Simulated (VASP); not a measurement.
# Ta (Im-3m) in VASP: notebook

Runs on Ta. Level: LDA. Tasks: single point.

Program: VASP 6.6.1. These are calculated values, not measurements. Logs are shortened: lines on timing, memory, paths and dates and some standing lists are left out, and cuts for length are marked.

### 1 The cell of the first run

It takes space group Im-3m (No. 229, cubic). The conventional cell has a = 3.303 Å, b = 3.303 Å, c = 3.303 Å, α = 90.00°, β = 90.00°, γ = 90.00°. Within 3.8 Å of Ta (site symmetry m-3m) lie 14 Ta at 2.86 to 3.30 Å.

### 2 Single point, LDA

INCAR reads:

```
PREC     = Accurate       # precision mode
ENCUT    = 520            # plane-wave cutoff, eV
EDIFF    = 1E-7           # SCF threshold, eV
ISMEAR   = -1             # smearing method
SIGMA    = 0.1            # smearing width, eV
LREAL    = F              # projectors in reciprocal space
LASPH    = T              # aspherical terms in the spheres
NELM     = 80             # most SCF steps
ALGO     = Normal         # electronic algorithm
ISIF     = 2              # what is computed and relaxed
LWAVE    = F              # write WAVECAR
LCHARG   = F              # write CHGCAR
NBANDS   = 12             # bands
```

KPOINTS reads:

```
regular mesh
0
Gamma
  10 10 10
```

POSCAR reads:

```
Ta
1.0
   -1.6512800000      1.6512800000      1.6512800000
    1.6512800000     -1.6512800000      1.6512800000
    1.6512800000      1.6512800000     -1.6512800000
Ta
1
Direct
    0.0000000000      0.0000000000      0.0000000000
```

Potentials or basis: VASP PAW LDA potentials, release 64 (Ta_pv).

Started as:

```console
$ cat potpaw_LDA.64/Ta_pv/POTCAR > POTCAR
$ mpirun -np 1 vasp_std > vasp.out
```

OUTCAR:

```text
PREC = Accurate
   ENCUT = 520
   EDIFF = 1E-7
   ISMEAR = -1
   LREAL = F
   LASPH = T
   NELM = 80
   ISIF = 2

 ion  position               nearest neighbor table
   1  0.000  0.000  0.000-

  LATTYP: Found a body centered cubic cell.
 ALAT       =     3.3025600000

  Lattice vectors:

 A1 = (  -1.6512800000,   1.6512800000,   1.6512800000)
 A2 = (   1.6512800000,  -1.6512800000,   1.6512800000)
 A3 = (   1.6512800000,   1.6512800000,  -1.6512800000)

Analysis of symmetry for initial positions (statically):
=====================================================================
 Subroutine PRICEL returns:
 Original cell was already a primitive cell.

 Routine SETGRP: Setting up the symmetry group for a
 body centered cubic supercell.

 Subroutine GETGRP returns: Found 48 space group operations
 (whereof 48 operations were pure point group operations)
 out of a pool of 48 trial point group operations.

The static configuration has the point symmetry O_h .

Analysis of symmetry for dynamics (positions and initial velocities):
=====================================================================
 Subroutine PRICEL returns:
 Original cell was already a primitive cell.

 Routine SETGRP: Setting up the symmetry group for a
 body centered cubic supercell.

 Subroutine GETGRP returns: Found 48 space group operations
 (whereof 48 operations were pure point group operations)
 out of a pool of 48 trial point group operations.

The dynamic configuration has the point symmetry O_h .

 Subroutine INISYM returns: Found 48 space group operations
 (whereof 48 operations are pure point group operations),
 and found     1 'primitive' translations

----------------------------------------------------------------------------------------

                                     Primitive cell

  volume of cell :      18.0104

  direct lattice vectors                    reciprocal lattice vectors
    -1.651280000  1.651280000  1.651280000     0.000000000  0.302795407  0.302795407
     1.651280000 -1.651280000  1.651280000     0.302795407  0.000000000  0.302795407
     1.651280000  1.651280000 -1.651280000     0.302795407  0.302795407  0.000000000

  length of vectors
     2.860100858  2.860100858  2.860100858     0.428217371  0.428217371  0.428217371

  position of ions in fractional coordinates (direct lattice)
     0.000000000  0.000000000  0.000000000

  ion indices of the primitive-cell ions
   primitive index   ion index
                 1           1

----------------------------------------------------------------------------------------

 KPOINTS: regular mesh

Automatic generation of k-mesh.
 Grid dimensions read from file:
 generate k-points for:   10   10   10

 Generating k-lattice:

  Cartesian coordinates                     Fractional coordinates (reciprocal lattice)
     0.000000000  0.030279541  0.030279541     0.100000000  0.000000000  0.000000000
     0.030279541  0.000000000  0.030279541     0.000000000  0.100000000  0.000000000
     0.030279541  0.030279541  0.000000000     0.000000000  0.000000000  0.100000000

  Length of vectors
     0.042821737  0.042821737  0.042821737

  Shift w.r.t. Gamma in fractional coordinates (k-lattice)
     0.000000000  0.000000000  0.000000000

 Subroutine IBZKPT returns following result:
 ===========================================

 Found     47 irreducible k-points:

 Following reciprocal coordinates:
            Coordinates               Weight
  0.000000  0.000000  0.000000      1.000000
  0.100000  0.000000  0.000000     12.000000
  0.200000  0.000000  0.000000     12.000000
  0.300000  0.000000  0.000000     12.000000
  0.400000  0.000000  0.000000     12.000000
  0.500000  0.000000  0.000000      6.000000
[... 16 lines left out ...]
  0.300000  0.300000  0.100000      8.000000
 -0.300000  0.300000  0.100000     24.000000
 [... further k-points ...]
   k-points           NKPTS =     47   k-points in BZ     NKDIM =     47   number of bands    NBANDS=     12
   number of dos      NEDOS =    301   number of ions     NIONS =      1
   total plane-waves  NPLWV =  13824
   dimension x,y,z NGX =    24 NGY =   24 NGZ =   24
   dimension x,y,z NGXF=    48 NGYF=   48 NGZF=   48
   ions per type =               1
   NGX,Y,Z   is equivalent  to a cutoff of  13.95, 13.95, 13.95 a.u.
   NGXF,Y,Z  is equivalent  to a cutoff of  27.90, 27.90, 27.90 a.u.
 SYSTEM =  unknown system
   PREC   = accura    normal or accurate (medium, high low for compatibility)
   ISTART =      0    job   : 0-new  1-cont  2-samecut
   ICHARG =      2    charge: 1-file 2-atom 10-const
   ISPIN  =      1    spin polarized calculation?
   LNONCOLLINEAR =      F non collinear calculations
   LSORBIT =      F    spin-orbit coupling
   LASPH  =      T    aspherical Exc in radial PAW
   ENCUT  =  520.0 eV  38.22 Ry    6.18 a.u.   5.32  5.32  5.32*2*pi/ulx,y,z
   NELM   =     80;   NELMIN=  2; NELMDL= -5     # of ELM steps
   EDIFF  = 0.1E-06   stopping-criterion for ELM
   LREAL  =      F    real-space projection
   EDIFFG = 0.1E-05   stopping-criterion for IOM
   NSW    =      0    number of steps for IOM
   IBRION =     -1    ionic relax: 0-MD 1-quasi-New 2-CG
   NFREE  =      0    steps in history (QN), initial steepest desc. (CG)
   ISIF   =      2    stress and relaxation
   ISYM   =      2    0-nonsym 1-usesym 2-fastsym
   POTIM  = 0.5000    time-step for ionic-motion
   TEBEG  =    0.0;   TEEND  =   0.0 temperature during run
   PSTRESS=    0.0 pullay stress
   NELECT =      11.0000    total number of electrons
   NUPDOWN=      -1.0000    fix difference up-down
   EMIN   =  10.00;   EMAX   =-10.00  energy-range for DOS
   EFERMI =   0.00;   METHOD = LEGACY
   ISMEAR =    -1;   SIGMA  =   0.10  broadening in eV -4-tet -1-fermi 0-gaus
   EFERMI_NEDOS =   21; number of points for ismear=-14 and -15
   IALGO  =     38    algorithm
   IMIX   =      4    mixing-type and parameters
     AMIX     =   0.40;   BMIX     =  1.00
     AMIX_MAG =   1.60;   BMIX_MAG =  1.00
  volume/ion in A,a.u.               =      18.01       121.54
  Fermi-wavevector in a.u.,A,eV,Ry     =   1.388988  2.624806 26.249534  1.929286
  Thomas-Fermi vector in A             =   2.513061
   LORBIT       =      0    0 simple, 1 ext, 2 COOP (PROOUT), +10 PAW based schemes
   GGA     = CA    functional components
   LHFCALC =     F    Hartree Fock is set to
   AEXX    =    0.0000 exact exchange contribution
   IVDW    =     0    specifies the selected vdW correction
   LEPSILON=     F    determine dielectric tensor
   LRPA    =     F    only Hartree local field effects (RPA)
 non-spin polarized calculation
  energy-cutoff  :      520.00
  volume of cell :       18.01
 maximum number of plane-waves:       498
 NGX is ok and might be reduce to    24
   NGX = 11   NGY = 11   NGZ = 11

 number of electron      11.0000002 magnetization

 Free energy of the ion-electron system (eV)
  ---------------------------------------------------
  ext. energy  EPLUGINS =         0.00000000
  ---------------------------------------------------
  free energy    TOTEN  =       -12.82149793 eV

  energy without entropy =      -12.77420387  energy(sigma->0) =      -12.79785090

 E-fermi :   5.4072     XC(G=0): -12.7991

 val. band max:        5.2713488503   @ k =   0.3000   0.0000   0.0000
 cond. band min:       5.4224624238   @ k =  -0.4000   0.4000   0.1000
 fundamental gap:      0.1511135735
 Fermi energy:         5.4071989799

 k-point     1 :       0.0000    0.0000    0.0000
  band No.  band energies     occupation
      1     -27.5161      2.00000
      2     -27.5161      2.00000
      3     -27.5161      2.00000
      4      -2.4416      2.00000
      5       6.0604      0.00291
      6       6.0604      0.00291
      7       6.0604      0.00291
      8       9.3198      0.00000
      9       9.3198      0.00000
     10      19.0651      0.00000
     11      20.4793      0.00000
     12      20.4793      0.00000

 k-point     2 :       0.1000    0.0000    0.0000
  band No.  band energies     occupation
      1     -27.6400      2.00000
      2     -27.5543      2.00000
      3     -27.5168      2.00000
      4      -1.9993      2.00000
      5       5.7842      0.04506
      6       5.9651      0.00752
      7       6.4975      0.00004
      8       8.9265      0.00000
      9       9.3257      0.00000
     10      19.0648      0.00000
     11      20.8489      0.00000
     12      21.2492      0.00000

 k-point     3 :       0.2000    0.0000    0.0000
  band No.  band energies     occupation
      1     -27.9535      2.00000
      2     -27.6530      2.00000
      3     -27.5186      2.00000
      4      -0.8370      2.00000
      5       5.1411      1.86942
      6       5.5266      0.46505
      7       7.7643      0.00000
      8       8.6294      0.00000
      9       9.4065      0.00000
     10      19.0638      0.00000
     11      21.1548      0.00000
     12      22.9105      0.00000
[... 286 lines left out ...]
 k-point    23 :       0.3000    0.3000    0.1000
  band No.  band energies     occupation
      1     -28.2806      2.00000
      2     -28.2806      2.00000
      3     -27.7757      2.00000
      4       3.1214      2.00000
      5       4.5140      1.99974
      6       4.5140      1.99974
      7      10.1582      0.00000
      8      10.1582      0.00000
      9      13.3287      0.00000
     10      17.5258      0.00000
     11      17.5258      0.00000
     12      19.0702      0.00000

 k-point    24 :      -0.3000    0.3000    0.1000
  band No.  band energies     occupation
      1     -28.3050      2.00000
      2     -27.8149      2.00000
      3     -27.6117      2.00000
      4       0.8419      2.00000
      5       4.8781      1.98998
      6       5.0223      1.95830
      7       7.9106      0.00000
      8       9.5548      0.00000
      9      10.2738      0.00000
     10      19.0477      0.00000
     11      19.4948      0.00000
     12      22.1320      0.00000

 [... further k-points ...]
[... 5 lines left out ...]
  --------------------------------------------------------------------------------------
  -------------------------------------------------------------------------------------
  Total       -0.7853249     -0.7853249     -0.7853249     -0.0000000     -0.0000000      0.0000000
  in kB      -69.8614834    -69.8614834    -69.8614834     -0.0000000     -0.0000000      0.0000000
  external PRESSURE =     -69.8614834 kB  Pullay stress =       0.0000000 kB

 VOLUME and BASIS-vectors are now :
 -----------------------------------------------------------------------------
  energy-cutoff  :      520.00
  volume of cell :       18.01
      direct lattice vectors                 reciprocal lattice vectors
    -1.651280000  1.651280000  1.651280000     0.000000000  0.302795407  0.302795407
     1.651280000 -1.651280000  1.651280000     0.302795407  0.000000000  0.302795407
     1.651280000  1.651280000 -1.651280000     0.302795407  0.302795407  0.000000000

 POSITION                                       TOTAL-FORCE (eV/Angst)
 -----------------------------------------------------------------------------------
      0.00000      0.00000      0.00000         0.000000      0.000000     -0.000000
 -----------------------------------------------------------------------------------
    total drift:                                0.000000     -0.000000      0.000000

  FREE ENERGIE OF THE ION-ELECTRON SYSTEM (eV)
  ---------------------------------------------------
  free  energy   TOTEN  =       -12.8214979287 eV

  energy  without entropy=      -12.7742038706  energy(sigma->0) =      -12.79785090
```

Wall time 11 s (1 thread of AMD EPYC 7R43 (Zen 3), shared host); peak memory 0.1 GiB.

Results:

```yaml
Free_energy: -12.8215 eV
Pressure: -7.0 GPa
```

Caveat: spin-orbit coupling is left out, which moves the levels of the heavy elements.

### 3 Single point, LDA

INCAR reads:

```
SYSTEM = Ta
PREC     = Accurate       ! precision mode
ENCUT    = 520            ! plane-wave cutoff, eV
EDIFF    = 1E-7           ! SCF threshold, eV
ISMEAR   = -1             ! smearing method
SIGMA    = 0.1            ! smearing width, eV
LREAL    = .False.        ! projectors in reciprocal space
LASPH    = .True.         ! aspherical terms in the spheres
NELM     = 60             ! most SCF steps
ALGO     = Fast           ! electronic algorithm
ISIF     = 2              ! what is computed and relaxed
LWAVE    = .False.        ! write WAVECAR
LCHARG   = .True.         ! write CHGCAR
LELF     = .True.         ! ELF
LVHAR    = .True.       
NBANDS   = 12             ! bands
```

KPOINTS reads:

```
regular mesh
0
Gamma
  13 13 13
  0 0 0
```

POSCAR is that of step 2.

Potentials or basis: VASP PAW LDA potentials, release 64 (Ta_pv).

Started as:

```console
$ cat potpaw_LDA.64/Ta_pv/POTCAR > POTCAR
$ mpirun -np 1 vasp_std > vasp.out
```

OUTCAR:

```text
SYSTEM = Ta
   PREC = Accurate
   ENCUT = 520
   EDIFF = 1E-7
   ISMEAR = -1
   LREAL = .False.
   LASPH = .True.
   NELM = 60
   ISIF = 2

 ion  position               nearest neighbor table
   1  0.000  0.000  0.000-

  LATTYP: Found a body centered cubic cell.
 ALAT       =     3.3025600000

  Lattice vectors:

 A1 = (  -1.6512800000,   1.6512800000,   1.6512800000)
 A2 = (   1.6512800000,  -1.6512800000,   1.6512800000)
 A3 = (   1.6512800000,   1.6512800000,  -1.6512800000)

Analysis of symmetry for initial positions (statically):
=====================================================================
 Subroutine PRICEL returns:
 Original cell was already a primitive cell.

 Routine SETGRP: Setting up the symmetry group for a
 body centered cubic supercell.

 Subroutine GETGRP returns: Found 48 space group operations
 (whereof 48 operations were pure point group operations)
 out of a pool of 48 trial point group operations.

The static configuration has the point symmetry O_h .

Analysis of symmetry for dynamics (positions and initial velocities):
=====================================================================
 Subroutine PRICEL returns:
 Original cell was already a primitive cell.

 Routine SETGRP: Setting up the symmetry group for a
 body centered cubic supercell.

 Subroutine GETGRP returns: Found 48 space group operations
 (whereof 48 operations were pure point group operations)
 out of a pool of 48 trial point group operations.

The dynamic configuration has the point symmetry O_h .

 Subroutine INISYM returns: Found 48 space group operations
 (whereof 48 operations are pure point group operations),
 and found     1 'primitive' translations

----------------------------------------------------------------------------------------

                                     Primitive cell

  volume of cell :      18.0104

[... 107 lines left out ...]
  volume/ion in A,a.u.               =      18.01       121.54
  Fermi-wavevector in a.u.,A,eV,Ry     =   1.388988  2.624806 26.249534  1.929286
  Thomas-Fermi vector in A             =   2.513061
   LORBIT       =      0    0 simple, 1 ext, 2 COOP (PROOUT), +10 PAW based schemes
   GGA     = CA    functional components
   LHFCALC =     F    Hartree Fock is set to
   AEXX    =    0.0000 exact exchange contribution
   IVDW    =     0    specifies the selected vdW correction
   LEPSILON=     F    determine dielectric tensor
   LRPA    =     F    only Hartree local field effects (RPA)
 non-spin polarized calculation
 RMM-DIIS sequential band-by-band and
  energy-cutoff  :      520.00
  volume of cell :       18.01
 maximum number of plane-waves:       493
 NGX is ok and might be reduce to    24
   NGX = 11   NGY = 11   NGZ = 11

 number of electron      11.0000002 magnetization

 Free energy of the ion-electron system (eV)
  ---------------------------------------------------
  ext. energy  EPLUGINS =         0.00000000
  ---------------------------------------------------
  free energy    TOTEN  =       -12.83017239 eV

  energy without entropy =      -12.78389781  energy(sigma->0) =      -12.80703510

 E-fermi :   5.3965     XC(G=0): -12.7966

 val. band max:        5.3916572368   @ k =  -0.3077   0.3077   0.1538
 cond. band min:       5.4003613872   @ k =   0.1538   0.0769   0.0000
 fundamental gap:      0.0087041504
 Fermi energy:         5.3965372162

 k-point     1 :       0.0000    0.0000    0.0000
  band No.  band energies     occupation
      1     -27.5007      2.00000
      2     -27.5007      2.00000
      3     -27.5007      2.00000
      4      -2.4426      2.00000
      5       6.0695      0.00239
      6       6.0695      0.00239
      7       6.0695      0.00239
      8       9.3264      0.00000
      9       9.3264      0.00000
     10      20.4770      0.00000
     11      20.4770      0.00000
     12      20.4770      0.00000
[... 331 lines left out ...]
 k-point    24 :       0.2308    0.0769    0.0769
  band No.  band energies     occupation
      1     -28.3604      2.00000
      2     -27.7640      2.00000
      3     -27.5670      2.00000
      4       1.0223      2.00000
      5       4.2638      1.99998
      6       4.7327      1.99738
      7       9.1343      0.00000
      8       9.7480      0.00000
      9      10.9333      0.00000
     10      19.0745      0.00000
     11      20.1923      0.00000
     12      20.3276      0.00000

 [... further k-points ...]
[... 5 lines left out ...]
  --------------------------------------------------------------------------------------
  -------------------------------------------------------------------------------------
  Total       -0.8866120     -0.8866120     -0.8866120     -0.0000000     -0.0000000     -0.0000000
  in kB      -78.8718484    -78.8718484    -78.8718484     -0.0000000     -0.0000000     -0.0000000
  external PRESSURE =     -78.8718484 kB  Pullay stress =       0.0000000 kB

 VOLUME and BASIS-vectors are now :
 -----------------------------------------------------------------------------
  energy-cutoff  :      520.00
  volume of cell :       18.01
      direct lattice vectors                 reciprocal lattice vectors
    -1.651280000  1.651280000  1.651280000     0.000000000  0.302795407  0.302795407
     1.651280000 -1.651280000  1.651280000     0.302795407  0.000000000  0.302795407
     1.651280000  1.651280000 -1.651280000     0.302795407  0.302795407  0.000000000

 POSITION                                       TOTAL-FORCE (eV/Angst)
 -----------------------------------------------------------------------------------
      0.00000      0.00000      0.00000        -0.000000      0.000000      0.000000
 -----------------------------------------------------------------------------------
    total drift:                                0.000000      0.000000      0.000000

  FREE ENERGIE OF THE ION-ELECTRON SYSTEM (eV)
  ---------------------------------------------------
  free  energy   TOTEN  =       -12.8301723906 eV

  energy  without entropy=      -12.7838978112  energy(sigma->0) =      -12.80703510
```

stdout:

```text
POSCAR found type information on POSCAR Ta
 POSCAR found :  1 types and       1 ions
 scaLAPACK will be used
 LDA part: xc-table for (Slater(with rela. corr.)+CA(PZ))
 , standard interpolation
 POSCAR, INCAR and KPOINTS ok, starting setup
 FFT: planning ... GRIDC
 FFT: planning ... GRID_SOFT
 FFT: planning ... GRID
 WAVECAR not read
 entering main loop
```

Run time: 28 s. Hardware: 1 thread of AMD EPYC 7R43 (Zen 3), shared host; peak memory 0.1 GiB.

Results:

| Item | Value |
| --- | --- |
| Free energy | -12.8302 eV |
| Pressure | -7.9 GPa |

Levels at points of the mesh, in eV from the Fermi level:
| k point | band 3 | band 4 | band 5 | band 6 | band 7 | band 8 | band 9 | band 10 |
| --- | --- | --- | --- | --- | --- | --- | --- | --- |
| (0.00, 0.00, 0.00) | -32.90 | -7.84 | 0.67 | 0.67 | 0.67 | 3.93 | 3.93 | 15.08 |

Caveat: spin-orbit coupling is left out, which moves the levels of the heavy elements.
